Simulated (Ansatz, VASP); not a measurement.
**Sr2C: VASP beside Ansatz**

INCAR

```
  PREC = Accurate
  ENCUT = 600
  EDIFF = 1E-6
  ISMEAR = -1
  SIGMA = 0.05
  LREAL = F
  LASPH = T
  NELM = 80
  ALGO = Normal
  ISIF = 3
  LWAVE = F
  LCHARG = F
  GGA = PE
  IBRION = 2
  NSW = 100
  EDIFFG = -0.005
```

File KPOINTS:

```
regular mesh
0
Gamma
  8 8 8
```

POSCAR

```
Sr2C
1.0
    0.0000000000      3.6375756541      3.6375756541
    3.6375756541      0.0000000000      3.6375756541
    3.6375756541      3.6375756541      0.0000000000
C Sr
1 2
Direct
    0.0000000000      0.0000000000      0.0000000000
    0.2500000000      0.2500000000      0.2500000000
    0.7500000000      0.7500000000      0.7500000000
```

Input for Ansatz:

```yaml
crystal:
  lattice:
    - [0.0, 3.6375756541, 3.6375756541]
    - [3.6375756541, 0.0, 3.6375756541]
    - [3.6375756541, 3.6375756541, 0.0]
  atoms:
    - { symbol: C, position: [0.0, 0.0, 0.0] }
    - { symbol: Sr, position: [0.25, 0.25, 0.25] }
    - { symbol: Sr, position: [0.75, 0.75, 0.75] }
kpoints:
  mp_grid: { grid: [8, 8, 8] }
scf:
  occupations: { method: fermi_dirac, width: 0.05 }
hamiltonian:
  xc: pbe
  pseudopotentials: { kind: paw }
output:
  forces: true
  stress: true
relax:
  f_tol: 0.005
  max_steps: 80
  cell: {}
```

Alike in both runs: task relaxation of cell and atoms; functional PBE; k mesh 8 × 8 × 8; occupations fermi-dirac, width 0.05 eV; no spin polarisation.

```csv
,VASP,Ansatz
version,VASP 6.6.1,Ansatz 0.2.0
potentials or method,"VASP PAW PBE potentials, release 64 (C, Sr_sv)","PAW with Ansatz's default frozen-core files, scalar-relativistic"
plane-wave cutoff (eV),600,420
valence electrons in the cell,24,24
```

Ansatz gave:

| Item | Value |
| --- | --- |
| relaxed volume (Å³/atom) | 25.62 |
| relaxed cell length with the largest relative difference (Å) | 4.772 |

Q: Estimate VASP's values.

A: Relaxed volume (Å³/atom): 25.73; relaxed cell length with the largest relative difference (Å): 4.779.

Noted on VASP's run: the volume moved by over 15 % at a fixed basis, so the end points are rough.
